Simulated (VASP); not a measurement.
# AgCl (R-3m) in VASP: notebook

The runs below take AgCl through single point, with PBEsol.

All numbers are computed with VASP 6.6.1; they aren't measurements. Logs are shortened: lines on timing, memory, paths and dates and some standing lists are left out, and cuts for length are marked.

### 1 The cell of the first run

It takes space group R-3m (No. 166, trigonal). The conventional cell has a = 4.838 Å, b = 4.838 Å, c = 5.617 Å, α = 90.00°, β = 90.00°, γ = 120.00°. Within 3.7 Å of Ag (site symmetry -3m) lie 8 Cl at 2.81 to 2.95 Å and 6 Ag at 3.36 Å. Cl (site symmetry -3m) has 8 Ag at 2.81 to 2.95 Å and 6 Cl at 3.36 Å within 3.7 Å.

### 2 Single point, PBEsol

INCAR reads:

```
  PREC = Accurate
  ENCUT = 520
  EDIFF = 1E-7
  ISMEAR = 0
  SIGMA = 0.05
  LREAL = F
  LASPH = T
  NELM = 100
  ALGO = Normal
  ISIF = 2
  LWAVE = F
  LCHARG = F
  GGA = PS
  NBANDS = 16
```

KPOINTS reads:

```
Automatic mesh
0
Gamma
  12 12 12
```

POSCAR reads:

```
AgCl
1.0
    3.3615587469     -0.0592947947     -0.0592947947
   -0.0592947947      3.3615587469     -0.0592947947
   -0.0592947947     -0.0592947947      3.3615587469
Ag Cl
1 1
Direct
    0.0000000000      0.0000000000      0.0000000000
    0.5000000000      0.5000000000      0.5000000000
```

Potentials or basis: VASP PAW PBE potentials, release 64 (Ag, Cl).

The run is started by

```bash
> cat potpaw_PBE.64/Ag/POTCAR potpaw_PBE.64/Cl/POTCAR > POTCAR
> mpirun -np 1 vasp_std > vasp.out
```

OUTCAR:

```text
PREC = Accurate
   ENCUT = 520
   EDIFF = 1E-7
   ISMEAR = 0
   LREAL = F
   LASPH = T
   NELM = 100
   ISIF = 2
   GGA = PS

 ion  position               nearest neighbor table
   1  0.000  0.000  0.000-   2 2.81   2 2.81   2 2.95   2 2.95   2 2.95   2 2.95   2 2.95   2 2.95

   2  0.500  0.500  0.500-   1 2.81   1 2.81   1 2.95   1 2.95   1 2.95   1 2.95   1 2.95   1 2.95

  LATTYP: Found a trigonal (rhomboedric) cell.
 ALAT       =     3.3626044897
 COS(alpha) =    -0.0349452721

  Lattice vectors:

 A1 = (   3.3615587469,  -0.0592947947,  -0.0592947947)
 A2 = (  -0.0592947947,   3.3615587469,  -0.0592947947)
 A3 = (  -0.0592947947,  -0.0592947947,   3.3615587469)

Analysis of symmetry for initial positions (statically):
=====================================================================
 Subroutine PRICEL returns:
 Original cell was already a primitive cell.

 Routine SETGRP: Setting up the symmetry group for a
 trigonal (rhombohedral) supercell.

 Subroutine GETGRP returns: Found 12 space group operations
 (whereof 12 operations were pure point group operations)
 out of a pool of 12 trial point group operations.

The static configuration has the point symmetry D_3d.

Analysis of symmetry for dynamics (positions and initial velocities):
=====================================================================
 Subroutine PRICEL returns:
 Original cell was already a primitive cell.

 Routine SETGRP: Setting up the symmetry group for a
 trigonal (rhombohedral) supercell.

 Subroutine GETGRP returns: Found 12 space group operations
 (whereof 12 operations were pure point group operations)
 out of a pool of 12 trial point group operations.

The dynamic configuration has the point symmetry D_3d.

 Subroutine INISYM returns: Found 12 space group operations
 (whereof 12 operations are pure point group operations),
 and found     1 'primitive' translations

----------------------------------------------------------------------------------------

                                     Primitive cell

  volume of cell :      37.9500

  direct lattice vectors                    reciprocal lattice vectors
     3.361558747 -0.059294795 -0.059294795     0.297669600  0.005344896  0.005344896
    -0.059294795  3.361558747 -0.059294795     0.005344896  0.297669600  0.005344896
[... 78 lines left out ...]
   ICHARG =      2    charge: 1-file 2-atom 10-const
   ISPIN  =      1    spin polarized calculation?
   LNONCOLLINEAR =      F non collinear calculations
   LSORBIT =      F    spin-orbit coupling
   LASPH  =      T    aspherical Exc in radial PAW
   ENCUT  =  520.0 eV  38.22 Ry    6.18 a.u.   6.25  6.25  6.25*2*pi/ulx,y,z
   NELM   =    100;   NELMIN=  2; NELMDL= -5     # of ELM steps
   EDIFF  = 0.1E-06   stopping-criterion for ELM
   LREAL  =      F    real-space projection
   EDIFFG = 0.1E-05   stopping-criterion for IOM
   NSW    =      0    number of steps for IOM
   IBRION =     -1    ionic relax: 0-MD 1-quasi-New 2-CG
   NFREE  =      0    steps in history (QN), initial steepest desc. (CG)
   ISIF   =      2    stress and relaxation
   ISYM   =      2    0-nonsym 1-usesym 2-fastsym
   POTIM  = 0.5000    time-step for ionic-motion
   TEBEG  =    0.0;   TEEND  =   0.0 temperature during run
   PSTRESS=    0.0 pullay stress
   NELECT =      18.0000    total number of electrons
   NUPDOWN=      -1.0000    fix difference up-down
   EMIN   =  10.00;   EMAX   =-10.00  energy-range for DOS
   EFERMI =   0.00;   METHOD = LEGACY
   ISMEAR =     0;   SIGMA  =   0.05  broadening in eV -4-tet -1-fermi 0-gaus
   EFERMI_NEDOS =   21; number of points for ismear=-14 and -15
   IALGO  =     38    algorithm
   IMIX   =      4    mixing-type and parameters
     AMIX     =   0.40;   BMIX     =  1.00
     AMIX_MAG =   1.60;   BMIX_MAG =  1.00
  volume/ion in A,a.u.               =      18.97       128.05
  Fermi-wavevector in a.u.,A,eV,Ry     =   1.276718  2.412648 22.177626  1.630010
  Thomas-Fermi vector in A             =   2.409359
   LORBIT       =      0    0 simple, 1 ext, 2 COOP (PROOUT), +10 PAW based schemes
   GGA     = PS    functional components
   LHFCALC =     F    Hartree Fock is set to
   AEXX    =    0.0000 exact exchange contribution
   IVDW    =     0    specifies the selected vdW correction
   LEPSILON=     F    determine dielectric tensor
   LRPA    =     F    only Hartree local field effects (RPA)
 non-spin polarized calculation
 Gauss-broadening in eV      SIGMA  =   0.05
  energy-cutoff  :      520.00
  volume of cell :       37.95
 maximum number of plane-waves:      1038
 NGX is ok and might be reduce to    28
   NGX = 13   NGY = 13   NGZ = 13

 number of electron      17.9999998 magnetization

 Free energy of the ion-electron system (eV)
  ---------------------------------------------------
  ext. energy  EPLUGINS =         0.00000000
  ---------------------------------------------------
  free energy    TOTEN  =        -5.82171477 eV

  energy without entropy =       -5.82171477  energy(sigma->0) =       -5.82171477

 E-fermi :   4.9218     XC(G=0): -10.9626

 val. band max:        4.7541447755   @ k =   0.5000   0.0000   0.0000
 cond. band min:       5.0813432787   @ k =   0.0000   0.0000   0.0000
 fundamental gap:      0.3271985033
 Fermi energy:         4.9218343388

 k-point     1 :       0.0000    0.0000    0.0000
  band No.  band energies     occupation
      1     -10.3777      2.00000
      2       1.5790      2.00000
      3       1.5790      2.00000
      4       2.6141      2.00000
      5       2.6916      2.00000
      6       2.6916      2.00000
[... 433 lines left out ...]
      3       1.2521      2.00000
      4       1.6707      2.00000
      5       1.8648      2.00000
      6       2.6115      2.00000
[... 8 lines left out ...]
     15      19.7497      0.00000
     16      21.3461      0.00000

 [... further k-points ...]
[... 5 lines left out ...]
  --------------------------------------------------------------------------------------
  -------------------------------------------------------------------------------------
  Total       -0.3762406     -0.3762406     -0.3762406     -0.1045197     -0.1045197     -0.1045197
  in kB      -15.8841681    -15.8841681    -15.8841681     -4.4126232     -4.4126232     -4.4126232
  external PRESSURE =     -15.8841681 kB  Pullay stress =       0.0000000 kB

 VOLUME and BASIS-vectors are now :
 -----------------------------------------------------------------------------
  energy-cutoff  :      520.00
  volume of cell :       37.95
      direct lattice vectors                 reciprocal lattice vectors
     3.361558747 -0.059294795 -0.059294795     0.297669600  0.005344896  0.005344896
    -0.059294795  3.361558747 -0.059294795     0.005344896  0.297669600  0.005344896
    -0.059294795 -0.059294795  3.361558747     0.005344896  0.005344896  0.297669600

 POSITION                                       TOTAL-FORCE (eV/Angst)
 -----------------------------------------------------------------------------------
      0.00000      0.00000      0.00000         0.000000     -0.000000      0.000000
      1.62148      1.62148      1.62148        -0.000000      0.000000      0.000000
 -----------------------------------------------------------------------------------
    total drift:                               -0.000000      0.000000      0.000000

  FREE ENERGIE OF THE ION-ELECTRON SYSTEM (eV)
  ---------------------------------------------------
  free  energy   TOTEN  =        -5.8217147670 eV

  energy  without entropy=       -5.8217147657  energy(sigma->0) =       -5.82171477
```

Wall time 95 s (1 thread of Intel Xeon Platinum 8488C (Sapphire Rapids), shared host); peak memory 0.24 GiB.

What came out:

```
Free energy            : -5.8217 eV
Pressure               : -1.6 GPa
Band gap on the k mesh : 0.33 eV, indirect (least direct gap 2.11 eV)
```

Levels at points of the mesh, in eV from the valence-band top:
```csv
k point,band 5,band 6,band 7,band 8,band 9,band 10,band 11,band 12,band 13,band 14
"(0.00, 0.00, 0.00)",-2.06,-2.06,-2.05,-1.79,-1.79,0.33,9.11,9.11,13.56,13.56
"(0.50, 0.00, 0.00)",-2.95,-2.03,-1.66,-0.26,0.00,4.60,5.64,8.81,9.69,9.96
"(0.50, 0.50, 0.00)",-2.46,-2.41,-2.37,-1.73,-1.17,2.50,8.72,9.11,10.37,13.51
"(0.50, 0.50, 0.50)",-1.71,-1.71,-0.39,-0.39,-0.13,4.12,4.12,4.64,6.86,17.52
```

Caveat: the PAW data sets were made with another functional, which shifts forces and pressure a little. A k mesh can miss the band edges.

### 3 Single point, PBEsol

This run uses another cell than the first one, of 19.47 Å³/atom, 1.026 times its volume.

INCAR reads:

```
PREC = Accurate
ENCUT = 520
EDIFF = 1E-6
ISMEAR = 0
SIGMA = 0.05
LREAL = F
LASPH = T
NELM = 100
ALGO = Normal
ISIF = 2
LWAVE = F
LCHARG = T
GGA = PS
LELF = T
LVHAR = T
NBANDS = 16
```

KPOINTS reads:

```
regular mesh
0
Gamma
  12 12 12
```

POSCAR reads:

```
AgCl
1.0
    3.3896254728      0.0303454958      0.0303454958
    0.0303454958      3.3896254728      0.0303454958
    0.0303454958      0.0303454958      3.3896254728
Ag Cl
1 1
Direct
    0.0000000000      0.0000000000      0.0000000000
    0.5000000000      0.5000000000      0.5000000000
```

Potentials or basis: VASP PAW PBE potentials, release 64 (Ag, Cl).

The run is started by

```bash
> cat potpaw_PBE.64/Ag/POTCAR potpaw_PBE.64/Cl/POTCAR > POTCAR
> mpirun -np 1 vasp_std > vasp.out
```

OUTCAR:

```text
PREC = Accurate
   ENCUT = 520
   EDIFF = 1E-6
   ISMEAR = 0
   LREAL = F
   LASPH = T
   NELM = 100
   ISIF = 2
   GGA = PS

 ion  position               nearest neighbor table
   1  0.000  0.000  0.000-   2 2.92   2 2.92   2 2.92   2 2.92   2 2.92   2 2.92   2 2.99   2 2.99

   2  0.500  0.500  0.500-   1 2.92   1 2.92   1 2.92   1 2.92   1 2.92   1 2.92   1 2.99   1 2.99

  LATTYP: Found a trigonal (rhomboedric) cell.
 ALAT       =     3.3898971288
 COS(alpha) =     0.0179821897

  Lattice vectors:

 A1 = (   3.3896254728,   0.0303454958,   0.0303454958)
 A2 = (   0.0303454958,   3.3896254728,   0.0303454958)
 A3 = (   0.0303454958,   0.0303454958,   3.3896254728)

Analysis of symmetry for initial positions (statically):
=====================================================================
 Subroutine PRICEL returns:
 Original cell was already a primitive cell.

 Routine SETGRP: Setting up the symmetry group for a
 trigonal (rhombohedral) supercell.

 Subroutine GETGRP returns: Found 12 space group operations
 (whereof 12 operations were pure point group operations)
 out of a pool of 12 trial point group operations.

The static configuration has the point symmetry D_3d.

Analysis of symmetry for dynamics (positions and initial velocities):
=====================================================================
 Subroutine PRICEL returns:
 Original cell was already a primitive cell.

 Routine SETGRP: Setting up the symmetry group for a
 trigonal (rhombohedral) supercell.

 Subroutine GETGRP returns: Found 12 space group operations
 (whereof 12 operations were pure point group operations)
 out of a pool of 12 trial point group operations.

The dynamic configuration has the point symmetry D_3d.

[... 106 lines left out ...]
   POTIM  = 0.5000    time-step for ionic-motion
   TEBEG  =    0.0;   TEEND  =   0.0 temperature during run
   PSTRESS=    0.0 pullay stress
   NELECT =      18.0000    total number of electrons
   NUPDOWN=      -1.0000    fix difference up-down
   EMIN   =  10.00;   EMAX   =-10.00  energy-range for DOS
   EFERMI =   0.00;   METHOD = LEGACY
   ISMEAR =     0;   SIGMA  =   0.05  broadening in eV -4-tet -1-fermi 0-gaus
   EFERMI_NEDOS =   21; number of points for ismear=-14 and -15
   IALGO  =     38    algorithm
   IMIX   =      4    mixing-type and parameters
     AMIX     =   0.40;   BMIX     =  1.00
     AMIX_MAG =   1.60;   BMIX_MAG =  1.00
  volume/ion in A,a.u.               =      19.47       131.38
  Fermi-wavevector in a.u.,A,eV,Ry     =   1.265849  2.392108 21.801616  1.602374
  Thomas-Fermi vector in A             =   2.399081
   LORBIT       =      0    0 simple, 1 ext, 2 COOP (PROOUT), +10 PAW based schemes
   GGA     = PS    functional components
   LHFCALC =     F    Hartree Fock is set to
   AEXX    =    0.0000 exact exchange contribution
   IVDW    =     0    specifies the selected vdW correction
   LEPSILON=     F    determine dielectric tensor
   LRPA    =     F    only Hartree local field effects (RPA)
 non-spin polarized calculation
 Gauss-broadening in eV      SIGMA  =   0.05
  energy-cutoff  :      520.00
  volume of cell :       38.94
 maximum number of plane-waves:      1064
 NGX is ok and might be reduce to    28
   NGX = 13   NGY = 13   NGZ = 13

 number of electron      17.9999998 magnetization

 Free energy of the ion-electron system (eV)
  ---------------------------------------------------
  ext. energy  EPLUGINS =         0.00000000
  ---------------------------------------------------
  free energy    TOTEN  =        -5.80352002 eV

  energy without entropy =       -5.80352002  energy(sigma->0) =       -5.80352002

 E-fermi :   4.5340     XC(G=0): -10.8263

 val. band max:        4.3454404140   @ k =   0.5000  -0.0000  -0.0000
 cond. band min:       4.7145573821   @ k =   0.0000   0.0000   0.0000
 fundamental gap:      0.3691169680
 Fermi energy:         4.5340387361

 k-point     1 :       0.0000    0.0000    0.0000
  band No.  band energies     occupation
      1     -10.5373      2.00000
      2       1.3614      2.00000
      3       1.3614      2.00000
      4       2.3896      2.00000
      5       2.3896      2.00000
      6       2.4189      2.00000
[... 433 lines left out ...]
      3       1.0502      2.00000
      4       1.4086      2.00000
      5       1.6452      2.00000
      6       2.3450      2.00000
[... 8 lines left out ...]
     15      19.3592      0.00000
     16      20.8101      0.00000

 [... further k-points ...]
[... 5 lines left out ...]
  --------------------------------------------------------------------------------------
  -------------------------------------------------------------------------------------
  Total       -0.7288187     -0.7288187     -0.7288187      0.0614263      0.0614263      0.0614263
  in kB      -29.9901592    -29.9901592    -29.9901592      2.5276323      2.5276323      2.5276323
  external PRESSURE =     -29.9901592 kB  Pullay stress =       0.0000000 kB

 VOLUME and BASIS-vectors are now :
 -----------------------------------------------------------------------------
  energy-cutoff  :      520.00
  volume of cell :       38.94
      direct lattice vectors                 reciprocal lattice vectors
     3.389625473  0.030345496  0.030345496     0.295064722 -0.002618117 -0.002618117
     0.030345496  3.389625473  0.030345496    -0.002618117  0.295064722 -0.002618117
     0.030345496  0.030345496  3.389625473    -0.002618117 -0.002618117  0.295064722

 POSITION                                       TOTAL-FORCE (eV/Angst)
 -----------------------------------------------------------------------------------
      0.00000      0.00000      0.00000         0.000000     -0.000000      0.000000
      1.72516      1.72516      1.72516        -0.000000      0.000000      0.000000
 -----------------------------------------------------------------------------------
    total drift:                               -0.000000      0.000000      0.000000

  FREE ENERGIE OF THE ION-ELECTRON SYSTEM (eV)
  ---------------------------------------------------
  free  energy   TOTEN  =        -5.8035200215 eV

  energy  without entropy=       -5.8035200214  energy(sigma->0) =       -5.80352002
```

stdout:

```text
POSCAR found type information on POSCAR AgCl
 POSCAR found :  2 types and       2 ions
 scaLAPACK will be used
 -----------------------------------------------------------------------------
|                                                                             |
|                                                                             |
|     You enforced a specific xc type in the INCAR file but a different       |
|     I HOPE YOU KNOW WHAT YOU ARE DOING!                                     |
|                                                                             |
 -----------------------------------------------------------------------------

 LDA part: xc-table for (Slater+PW92), standard interpolation
 POSCAR, INCAR and KPOINTS ok, starting setup
 FFT: planning ... GRIDC
 FFT: planning ... GRID_SOFT
 FFT: planning ... GRID
 WAVECAR not read
 entering main loop
```

Run time: 1.8 min. Hardware: 1 thread of Intel Xeon Platinum 8488C (Sapphire Rapids), shared host; peak memory 0.24 GiB.

Results:

```yaml
Free_energy: -5.8035 eV
Pressure: -3.0 GPa
Band_gap_on_the_k_mesh: 0.37 eV, indirect (least direct gap 2.00 eV)
```

Levels at points of the mesh, in eV from the valence-band top:
| k point | band 7 | band 8 | band 9 | band 10 | band 11 | band 12 |
| --- | --- | --- | --- | --- | --- | --- |
| (0.00, 0.00, 0.00) | -1.75 | -1.75 | -1.63 | 0.37 | 9.20 | 9.20 |
| (0.50, 0.00, 0.00) | -1.55 | -0.11 | 0.00 | 4.67 | 5.55 | 9.04 |
| (0.50, 0.50, 0.00) | -2.25 | -1.61 | -1.03 | 2.59 | 8.78 | 8.98 |
| (0.50, 0.50, 0.50) | -0.32 | -0.19 | -0.19 | 4.28 | 4.52 | 4.52 |

Caveat: the PAW data sets were made with another functional, which shifts forces and pressure a little. A k mesh can miss the band edges.

[end of part 1 of 2]
